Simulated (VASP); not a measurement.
The system is Sb2Se.

```
Sb Se
1.0
     0.00000    4.73328    4.73328
     4.73328    0.00000    4.73328
     4.73328    4.73328    0.00000
Sb Se
4 2
Direct
  0.62500 0.62500 0.62500
  0.62500 0.62500 0.12500
  0.62500 0.12500 0.62500
  0.12500 0.62500 0.62500
  0.00000 0.00000 0.00000
  0.25000 0.25000 0.25000
```

```yaml
Program: VASP 6.6.1
Task: relaxation of cell and atoms
Functional: PBE
Potentials_or_basis: VASP PAW PBE potentials, release 64 (Sb, Se)
Cutoff: 600 eV
k_mesh: 4 × 4 × 4
Occupations: gaussian, width 0.1 eV
Spin: no spin polarisation
```

At the start: pressure -7.6 GPa; volume 35.35 Å³/atom.

Task: Where does the relaxation end?

Result: Over 3 steps the energy falls by 253.2 meV/atom and the volume is 27.11 Å³/atom (-23.3 %); space group Fd-3m (No. 227, to 0.05 Å).

Step by step:
| step | energy change (eV) | largest force (eV/Å) | pressure (GPa) | volume (Å³) |
| --- | --- | --- | --- | --- |
| 1 | 0.0000 | 0.0000 | -7.58 | 212.09 |
| 2 | -1.5143 | 0.0000 | -0.70 | 164.77 |
| 3 | -1.5192 | 0.0000 | -0.03 | 162.66 |

Final structure:
```
Sb Se
1.0
     0.00000    4.33260    4.33260
     4.33260    0.00000    4.33260
     4.33260    4.33260    0.00000
Sb Se
4 2
Direct
  0.62500 0.62500 0.62500
  0.62500 0.62500 0.12500
  0.62500 0.12500 0.62500
  0.12500 0.62500 0.62500
  0.00000 0.00000 0.00000
  0.25000 0.25000 0.25000
```

Caveat: the volume moved by over 15 % at a fixed basis, so the end points are rough.
